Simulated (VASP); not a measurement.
# Tl (Cmce) in VASP: notebook

Runs on Tl. Level: PBEsol. Tasks: single point, relaxation of cell and atoms.

All numbers are computed with VASP 6.6.1; they aren't measurements. Logs are shortened: lines on timing, memory, paths and dates and some standing lists are left out, and cuts for length are marked.

## Step 1: The cell of the first run

The structure is orthorhombic, space group Cmce (No. 64). Conventional cell: a = 6.564 Å, b = 4.339 Å, c = 8.849 Å, α = 90.00°, β = 90.00°, γ = 90.00°. Tl (site symmetry m) has 1 Tl at 2.45 Å within 3.2 Å.

## Step 2: Single point, PBEsol

Input file INCAR:

```
ALGO     = Normal         # electronic algorithm
EDIFF    = 1E-6           # SCF threshold, eV
ENCUT    = 520            # plane-wave cutoff, eV
GGA      = PS             # functional
ISIF     = 2              # what is computed and relaxed
ISMEAR   = 0              # smearing method
LASPH    = True           # aspherical terms in the spheres
LCHARG   = True           # write CHGCAR
LELF     = True           # ELF
LREAL    = False          # projectors in reciprocal space
LVHAR    = True         
LWAVE    = False          # write WAVECAR
NBANDS   = 34             # bands
NELM     = 100            # most SCF steps
PREC     = Accurate       # precision mode
SIGMA    = 0.1            # smearing width, eV
```

Input file KPOINTS:

```
k-points
0
Gamma
  6 6 2
```

Input file POSCAR:

```
Tl
1.0
    3.2821500161     -2.1692500796      0.0000000000
    3.2821500161      2.1692500796      0.0000000000
    0.0000000000      0.0000000000      8.8489116907
Tl
4
Direct
    0.8500000000      0.1500000000      0.1170000000
    0.6500000000      0.3500000000      0.6170000000
    0.1500000000      0.8500000000      0.8830000000
    0.3500000000      0.6500000000      0.3830000000
```

Potentials or basis: VASP PAW PBE potentials, release 64 (Tl_d).

Run with:

```console
$ cat potpaw_PBE.64/Tl_d/POTCAR > POTCAR
$ mpirun -np 1 vasp_std > vasp.out
```

OUTCAR:

```text
EDIFF = 1E-6
   ENCUT = 520
   GGA = PS
   ISIF = 2
   ISMEAR = 0
   LASPH = True
   LREAL = False
   NELM = 100
   PREC = Accurate

 ion  position               nearest neighbor table
   1  0.850  0.150  0.117-   3 2.45   4 3.20   4 3.20   3 3.68   3 3.98   3 3.98   4 4.04   4 4.04

   2  0.650  0.350  0.617-   4 2.45   3 3.20   3 3.20   4 3.68   4 3.98   4 3.98   3 4.04   3 4.04

   3  0.150  0.850  0.883-   1 2.45   2 3.20   2 3.20   1 3.68   1 3.98   1 3.98   2 4.04   2 4.04

   4  0.350  0.650  0.383-   2 2.45   1 3.20   1 3.20   2 3.68   2 3.98   2 3.98   1 4.04   1 4.04

  LATTYP: Found a base centered orthorhombic cell.
 ALAT       =     4.3385001592
 B/A-ratio  =     1.5130344108
 C/A-ratio  =     2.0396246090

  Lattice vectors:

 A1 = (  -3.2821500161,  -2.1692500796,   0.0000000000)
 A2 = (   3.2821500161,  -2.1692500796,   0.0000000000)
 A3 = (   0.0000000000,   0.0000000000,   8.8489116907)

Analysis of symmetry for initial positions (statically):
=====================================================================
 Subroutine PRICEL returns:
 Original cell was already a primitive cell.

 Routine SETGRP: Setting up the symmetry group for a
 base centered orthorhombic supercell.

 Subroutine GETGRP returns: Found  8 space group operations
 (whereof  4 operations were pure point group operations)
 out of a pool of  8 trial point group operations.

The static configuration has the point symmetry C_2h.
 The point group associated with its full space group is D_2h.

Analysis of symmetry for dynamics (positions and initial velocities):
=====================================================================
 Subroutine PRICEL returns:
 Original cell was already a primitive cell.

 Routine SETGRP: Setting up the symmetry group for a
 base centered orthorhombic supercell.

 Subroutine GETGRP returns: Found  8 space group operations
 (whereof  4 operations were pure point group operations)
 out of a pool of  8 trial point group operations.

The dynamic configuration has the point symmetry C_2h.
 The point group associated with its full space group is D_2h.

 Subroutine INISYM returns: Found  8 space group operations
 (whereof  4 operations are pure point group operations),
 and found     1 'primitive' translations

----------------------------------------------------------------------------------------

                                     Primitive cell

  volume of cell :     126.0050

  direct lattice vectors                    reciprocal lattice vectors
     3.282150016 -2.169250080  0.000000000     0.152339167 -0.230494402  0.000000000
     3.282150016  2.169250080  0.000000000     0.152339167  0.230494402  0.000000000
     0.000000000  0.000000000  8.848911691     0.000000000  0.000000000  0.113008247

  length of vectors
     3.934228595  3.934228595  8.848911691     0.276287696  0.276287696  0.113008247

  position of ions in fractional coordinates (direct lattice)
     0.850000000  0.150000000  0.117000000
     0.650000000  0.350000000  0.617000000
     0.150000000  0.850000000  0.883000000
     0.350000000  0.650000000  0.383000000

  ion indices of the primitive-cell ions
   primitive index   ion index
                 1           1
                 2           2
                 3           3
                 4           4

----------------------------------------------------------------------------------------

 KPOINTS: k-points

Automatic generation of k-mesh.
 Grid dimensions read from file:
 generate k-points for:    6    6    2

 Generating k-lattice:

  Cartesian coordinates                     Fractional coordinates (reciprocal lattice)
     0.025389861 -0.038415734  0.000000000     0.166666667  0.000000000  0.000000000
     0.025389861  0.038415734  0.000000000     0.000000000  0.166666667  0.000000000
     0.000000000  0.000000000  0.056504124     0.000000000  0.000000000  0.500000000

  Length of vectors
     0.046047949  0.046047949  0.056504124

  Shift w.r.t. Gamma in fractional coordinates (k-lattice)
     0.000000000  0.000000000  0.000000000

 Subroutine IBZKPT returns following result:
 ===========================================

 Found     26 irreducible k-points:

 Following reciprocal coordinates:
            Coordinates               Weight
  0.000000  0.000000  0.000000      1.000000
  0.166667  0.000000  0.000000      4.000000
  0.333333  0.000000  0.000000      4.000000
  0.500000 -0.000000  0.000000      2.000000
  0.166667  0.166667  0.000000      2.000000
  0.333333  0.166667  0.000000      4.000000
[... 16 lines left out ...]
  0.333333  0.333333  0.500000      2.000000
  0.500000  0.333333  0.500000      4.000000
 [... further k-points ...]
   k-points           NKPTS =     26   k-points in BZ     NKDIM =     26   number of bands    NBANDS=     34
   number of dos      NEDOS =    301   number of ions     NIONS =      4
   total plane-waves  NPLWV =  63000
   dimension x,y,z NGX =    30 NGY =   30 NGZ =   70
   dimension x,y,z NGXF=    60 NGYF=   60 NGZF=  140
   ions per type =               4
   NGX,Y,Z   is equivalent  to a cutoff of  12.68, 12.68, 13.15 a.u.
   NGXF,Y,Z  is equivalent  to a cutoff of  25.35, 25.35, 26.30 a.u.
 SYSTEM =  unknown system
   PREC   = accura    normal or accurate (medium, high low for compatibility)
   ISTART =      0    job   : 0-new  1-cont  2-samecut
   ICHARG =      2    charge: 1-file 2-atom 10-const
   ISPIN  =      1    spin polarized calculation?
   LNONCOLLINEAR =      F non collinear calculations
   LSORBIT =      F    spin-orbit coupling
   LASPH  =      T    aspherical Exc in radial PAW
   ENCUT  =  520.0 eV  38.22 Ry    6.18 a.u.   7.32  7.32 16.45*2*pi/ulx,y,z
   NELM   =    100;   NELMIN=  2; NELMDL= -5     # of ELM steps
   EDIFF  = 0.1E-05   stopping-criterion for ELM
   LREAL  =      F    real-space projection
   EDIFFG = 0.1E-04   stopping-criterion for IOM
   NSW    =      0    number of steps for IOM
   IBRION =     -1    ionic relax: 0-MD 1-quasi-New 2-CG
   NFREE  =      0    steps in history (QN), initial steepest desc. (CG)
   ISIF   =      2    stress and relaxation
   ISYM   =      2    0-nonsym 1-usesym 2-fastsym
   POTIM  = 0.5000    time-step for ionic-motion
   TEBEG  =    0.0;   TEEND  =   0.0 temperature during run
   PSTRESS=    0.0 pullay stress
   NELECT =      52.0000    total number of electrons
   NUPDOWN=      -1.0000    fix difference up-down
   EMIN   =  10.00;   EMAX   =-10.00  energy-range for DOS
   EFERMI =   0.00;   METHOD = LEGACY
   ISMEAR =     0;   SIGMA  =   0.10  broadening in eV -4-tet -1-fermi 0-gaus
   EFERMI_NEDOS =   21; number of points for ismear=-14 and -15
   IALGO  =     38    algorithm
   IMIX   =      4    mixing-type and parameters
     AMIX     =   0.40;   BMIX     =  1.00
     AMIX_MAG =   1.60;   BMIX_MAG =  1.00
  volume/ion in A,a.u.               =      31.50       212.58
  Fermi-wavevector in a.u.,A,eV,Ry     =   1.218840  2.303273 20.212415  1.485571
  Thomas-Fermi vector in A             =   2.354113
   LORBIT       =      0    0 simple, 1 ext, 2 COOP (PROOUT), +10 PAW based schemes
   GGA     = PS    functional components
   LHFCALC =     F    Hartree Fock is set to
   AEXX    =    0.0000 exact exchange contribution
   IVDW    =     0    specifies the selected vdW correction
   LEPSILON=     F    determine dielectric tensor
   LRPA    =     F    only Hartree local field effects (RPA)
 non-spin polarized calculation
 Gauss-broadening in eV      SIGMA  =   0.10
  energy-cutoff  :      520.00
  volume of cell :      126.01
 maximum number of plane-waves:      3420
 NGX is ok and might be reduce to    30
   NGX = 15   NGY = 15   NGZ = 33

 number of electron      51.9999998 magnetization

 Free energy of the ion-electron system (eV)
  ---------------------------------------------------
  ext. energy  EPLUGINS =         0.00000000
  ---------------------------------------------------
  free energy    TOTEN  =        -8.00963474 eV

  energy without entropy =       -7.99263379  energy(sigma->0) =       -8.00113427

 E-fermi :   5.4333     XC(G=0):  -9.7863

 val. band max:        5.3646857656   @ k =   0.5000   0.3333   0.0000
 cond. band min:       5.4398173179   @ k =   0.5000   0.1667   0.5000
 fundamental gap:      0.0751315523
 Fermi energy:         5.4333001274

 k-point     1 :       0.0000    0.0000    0.0000
  band No.  band energies     occupation
      1      -7.8479      2.00000
      2      -7.7241      2.00000
      3      -7.0494      2.00000
      4      -6.8382      2.00000
      5      -6.8161      2.00000
      6      -6.6943      2.00000
[... 26 lines left out ...]
     33      10.9816      0.00000
     34      11.9423      0.00000

 k-point     2 :       0.1667    0.0000    0.0000
  band No.  band energies     occupation
      1      -7.8379      2.00000
      2      -7.7329      2.00000
      3      -7.0058      2.00000
      4      -6.8402      2.00000
      5      -6.8278      2.00000
      6      -6.6920      2.00000
[... 26 lines left out ...]
     33      12.4816      0.00000
     34      12.8694      0.00000

 k-point     3 :       0.3333    0.0000    0.0000
  band No.  band energies     occupation
      1      -7.8153      2.00000
      2      -7.7579      2.00000
      3      -6.8997      2.00000
      4      -6.8535      2.00000
      5      -6.8525      2.00000
      6      -6.7097      2.00000
[... 26 lines left out ...]
     33      11.4731      0.00000
     34      11.5890      0.00000

 k-point     4 :       0.5000   -0.0000    0.0000
  band No.  band energies     occupation
      1      -7.7884      2.00000
      2      -7.7884      2.00000
      3      -6.8667      2.00000
      4      -6.8667      2.00000
      5      -6.7814      2.00000
      6      -6.7814      2.00000
[... 26 lines left out ...]
     33      10.3828      0.00000
     34      10.3828      0.00000

 k-point     5 :       0.1667    0.1667    0.0000
  band No.  band energies     occupation
      1      -7.8529      2.00000
      2      -7.7308      2.00000
      3      -7.0478      2.00000
      4      -6.8349      2.00000
      5      -6.8255      2.00000
      6      -6.6930      2.00000
[... 621 lines left out ...]
 k-point    22 :      -0.1667    0.1667    0.5000
  band No.  band energies     occupation
      1      -7.7874      2.00000
      2      -7.7874      2.00000
      3      -6.8433      2.00000
      4      -6.8433      2.00000
      5      -6.8180      2.00000
      6      -6.8180      2.00000
[... 26 lines left out ...]
     33      11.7794      0.00000
     34      11.7794      0.00000

 k-point    23 :       0.3333    0.3333    0.5000
  band No.  band energies     occupation
      1      -7.8008      2.00000
      2      -7.8008      2.00000
      3      -6.9002      2.00000
      4      -6.9002      2.00000
      5      -6.8501      2.00000
      6      -6.8501      2.00000
[... 26 lines left out ...]
     33      10.0345      0.00000
     34      10.0345      0.00000

 k-point    24 :       0.5000    0.3333    0.5000
  band No.  band energies     occupation
      1      -7.8039      2.00000
      2      -7.8039      2.00000
      3      -6.8767      2.00000
      4      -6.8767      2.00000
      5      -6.8594      2.00000
      6      -6.8594      2.00000
[... 26 lines left out ...]
     33      10.1433      0.00000
     34      10.1433      0.00000

 [... further k-points ...]
[... 5 lines left out ...]
  --------------------------------------------------------------------------------------
  -------------------------------------------------------------------------------------
  Total       -4.0233854      4.1673573     16.5982144      0.0000000      0.0000000      0.0000000
  in kB      -51.1580886     52.9887178    211.0493633      0.0000000      0.0000000      0.0000000
  external PRESSURE =      70.9599975 kB  Pullay stress =       0.0000000 kB

 VOLUME and BASIS-vectors are now :
 -----------------------------------------------------------------------------
  energy-cutoff  :      520.00
  volume of cell :      126.01
      direct lattice vectors                 reciprocal lattice vectors
     3.282150016 -2.169250080  0.000000000     0.152339167 -0.230494402  0.000000000
     3.282150016  2.169250080  0.000000000     0.152339167  0.230494402  0.000000000
     0.000000000  0.000000000  8.848911691     0.000000000  0.000000000  0.113008247

 POSITION                                       TOTAL-FORCE (eV/Angst)
 -----------------------------------------------------------------------------------
      3.28215     -1.51848      1.03532         0.000000      2.606117      3.924187
      3.28215     -0.65078      5.45978         0.000000     -2.606117      3.924187
      3.28215      1.51848      7.81359         0.000000     -2.606117     -3.924187
      3.28215      0.65078      3.38913         0.000000      2.606117     -3.924187
 -----------------------------------------------------------------------------------
    total drift:                                0.000000      0.000000      0.000000

  FREE ENERGIE OF THE ION-ELECTRON SYSTEM (eV)
  ---------------------------------------------------
  free  energy   TOTEN  =        -8.0096347435 eV

  energy  without entropy=       -7.9926337949  energy(sigma->0) =       -8.00113427
```

Run time: 42 s. Hardware: 1 thread of Intel Xeon 6975P-C (Granite Rapids), shared host; peak memory 0.27 GiB.

What came out:

```yaml
Free_energy: -8.0096 eV
Pressure: 7.1 GPa
Largest_force: 4.711 eV/Å
Band_gap_on_the_k_mesh: zero (band 26 reaches 8.22 eV, above the bottom of band 27 at 3.97 eV)
```

Forces on the atoms (eV/Å):
```
Tl   0.000  2.606  3.924
Tl   0.000 -2.606  3.924
Tl   0.000 -2.606 -3.924
Tl   0.000  2.606 -3.924
```

Caveat: the PAW data sets were made with another functional, which shifts forces and pressure a little; spin-orbit coupling is left out, which moves the levels of the heavy elements.

## Step 3: Relaxation of cell and atoms, PBEsol

Input file INCAR:

```
SYSTEM = Tl
PREC     = Accurate       ! precision mode
ENCUT    = 600            ! plane-wave cutoff, eV
EDIFF    = 1E-6           ! SCF threshold, eV
ISMEAR   = 0              ! smearing method
SIGMA    = 0.1            ! smearing width, eV
LREAL    = .False.        ! projectors in reciprocal space
LASPH    = .True.         ! aspherical terms in the spheres
NELM     = 100            ! most SCF steps
ALGO     = Normal         ! electronic algorithm
ISIF     = 3              ! what is computed and relaxed
LWAVE    = .False.        ! write WAVECAR
LCHARG   = .False.        ! write CHGCAR
GGA      = PS             ! functional
IBRION   = 2              ! ionic algorithm
NSW      = 90             ! ionic steps
EDIFFG   = -0.04          ! ionic threshold
```

Input file KPOINTS:

```
regular mesh
0
Gamma
  6 6 2
  0 0 0
```

POSCAR is that of step 2.

Potentials or basis: VASP PAW PBE potentials, release 64 (Tl_d).

Run with:

```console
$ cat potpaw_PBE.64/Tl_d/POTCAR > POTCAR
$ mpirun -np 1 vasp_std > vasp.out
```

Run time: 11 min. Hardware: 1 thread of Intel Xeon 6975P-C (Granite Rapids), shared host; peak memory 0.33 GiB.

Results (log left out):

```
Free energy                            : -10.6048 eV
Relaxed volume                         : 28.29 Å³/atom
Relaxed cell                           : a = 3.521 Å, b = 3.521 Å, c = 9.162 Å, α = 90.00°, β = 90.00°, γ = 85.05°
Space group after relaxing (to 0.05 Å) : Cmce (No. 64)
Energy gained by relaxing              : 648.7 meV/atom
Ionic steps                            : 25
Pressure after relaxing                : 0.0 GPa
Largest force after relaxing           : 0.031 eV/Å
Band gap on the k mesh                 : zero (band 26 reaches 9.65 eV, above the bottom of band 27 at 5.36 eV)
```

Forces on the atoms (eV/Å):
```
Tl   0.000  0.031  0.001
Tl   0.000 -0.031  0.001
Tl   0.000 -0.031 -0.001
Tl   0.000  0.031 -0.001
```

Stress tensor (GPa, compression positive):
```
-0.02  0.00  0.00
 0.00 -0.18  0.00
 0.00  0.00  0.18
```

Step by step:
| step | energy change (eV) | largest force (eV/Å) | pressure (GPa) | volume (Å³) |
| --- | --- | --- | --- | --- |
| 1 | 0.0000 | 4.7110 | 7.16 | 126.01 |
| 2 | -1.6997 | 0.1723 | -4.18 | 151.37 |
| 3 | -1.8752 | 0.2533 | -2.98 | 141.27 |
| 4 | -1.8764 | 0.2024 | -3.15 | 141.99 |
| 5 | -2.1459 | 0.1621 | -2.09 | 130.28 |
| 6 | -2.2981 | 0.2664 | -0.05 | 118.91 |
| 7 | -2.3092 | 0.3443 | 1.00 | 114.99 |
| 8 | -2.3971 | 0.2932 | 0.86 | 113.58 |
| 9 | -2.4062 | 0.2375 | 1.04 | 112.27 |
| 10 | -2.4117 | 0.2569 | 0.89 | 112.79 |
| 11 | -2.4338 | 0.1525 | -0.28 | 116.15 |
| 12 | -2.4345 | 0.1369 | -0.53 | 116.90 |
| 13 | -2.4475 | 0.1332 | -0.33 | 116.07 |
| 14 | -2.4595 | 0.2084 | 0.22 | 114.39 |
| 15 | -2.4735 | 0.1904 | 0.13 | 114.50 |
| 16 | -2.5126 | 0.1495 | -0.16 | 114.74 |
| 17 | -2.5694 | 0.0696 | -0.45 | 114.90 |
| 18 | -2.5510 | 0.2242 | 0.24 | 113.94 |
| 19 | -2.5740 | 0.0460 | -0.40 | 114.77 |
| 20 | -2.5767 | 0.0416 | -0.47 | 114.84 |
| 21 | -2.5771 | 0.0426 | -0.51 | 114.88 |
| 22 | -2.5854 | 0.0423 | 0.02 | 113.27 |
| 23 | -2.5854 | 0.0424 | 0.00 | 113.33 |
| 24 | -2.5907 | 0.0354 | -0.03 | 113.28 |
| 25 | -2.5949 | 0.0310 | -0.01 | 113.18 |

Final structure:
```cif
data_structure
_symmetry_space_group_name_H-M 'P 1'
_symmetry_Int_Tables_number 1
_cell_length_a 3.5212
_cell_length_b 3.5212
_cell_length_c 9.1623
_cell_angle_alpha 90.000
_cell_angle_beta 90.000
_cell_angle_gamma 85.053
_cell_volume 113.18
loop_
_atom_site_label
_atom_site_type_symbol
_atom_site_fract_x
_atom_site_fract_y
_atom_site_fract_z
_atom_site_occupancy
Tl1 Tl 0.75903 0.24097 0.12513 1
Tl2 Tl 0.74097 0.25903 0.62513 1
Tl3 Tl 0.24097 0.75903 0.87487 1
Tl4 Tl 0.25903 0.74097 0.37487 1
```

Levels at points of the mesh, in eV from the Fermi level:
```tsv
k point	band 22	band 23	band 24	band 25	band 26	band 27	band 28	band 29	band 30	band 31
(0.00, 0.00, 0.00)	-8.03	-8.02	-2.77	-1.26	3.21	3.73	5.53	5.53	5.85	6.14
(0.50, 0.00, 0.00)	-6.59	-5.23	-5.23	-2.92	-2.92	1.86	1.86	2.94	2.94	6.98
(0.50, 0.50, 0.00)	-3.82	-3.81	-3.25	-2.43	-1.66	0.08	0.09	0.89	0.92	1.96
(0.00, 0.00, 0.50)	-9.58	-5.51	-5.51	2.02	2.02	3.93	3.93	4.37	4.37	7.60
(0.50, 0.00, 0.50)	-6.16	-6.01	-6.01	-1.08	-1.08	-1.08	-1.08	6.21	6.21	6.27
(0.50, 0.50, 0.50)	-4.32	-3.37	-3.37	-1.74	-1.74	-0.96	-0.96	2.39	3.22	3.52
```

Caveat: the PAW data sets were made with another functional, which shifts forces and pressure a little; spin-orbit coupling is left out, which moves the levels of the heavy elements.

(Continued in part 2 of 2.)
